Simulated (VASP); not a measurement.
Runs of VASP 6.6.1 on InB2As3. The structure is that of space group P6/mmm (No. 191), or close to it. The cells are those of the table. 

```csv
task,cell,k mesh,cutoff (eV),gap on the mesh (eV),pressure (GPa),largest force (eV/Å)
single point,"a = 5.375, b = 5.375, c = 5.808 Å, angles 90.0, 90.0, 120.0°, 6 atoms",6 × 6 × 4,520,none,0.2,0.05
relaxation of cell and atoms,"relaxed from a = 4.400, b = 4.400, c = 7.363 Å, angles 90.0, 90.0, 120.0°, 6 atoms",6 × 6 × 4,600,none,0.0,0.01
single point,"a = 4.400, b = 4.400, c = 7.363 Å, angles 90.0, 90.0, 120.0°, 6 atoms",6 × 6 × 4,520,none,30.1,(a)
single point,"a = 5.399, b = 5.399, c = 5.804 Å, angles 90.0, 90.0, 120.0°, 6 atoms",12 × 12 × 8,520,none,0.0,(b)
```

Alike in all rows: level PBE; potentials or basis VASP PAW PBE potentials, release 64 (In_d, B, As); no spin polarisation; smearing gaussian 0.1 eV.

**Question.** Fill in the values left out.

**Answer.** (a) 0.03; (b) 0.04.

Caveats: spin-orbit coupling is left out, which moves the levels of the heavy elements.

A k mesh can miss the band edges, and the runs leave out spin-orbit coupling on As, In.

A gap of «none» marks levels without a gap at the run's occupations.
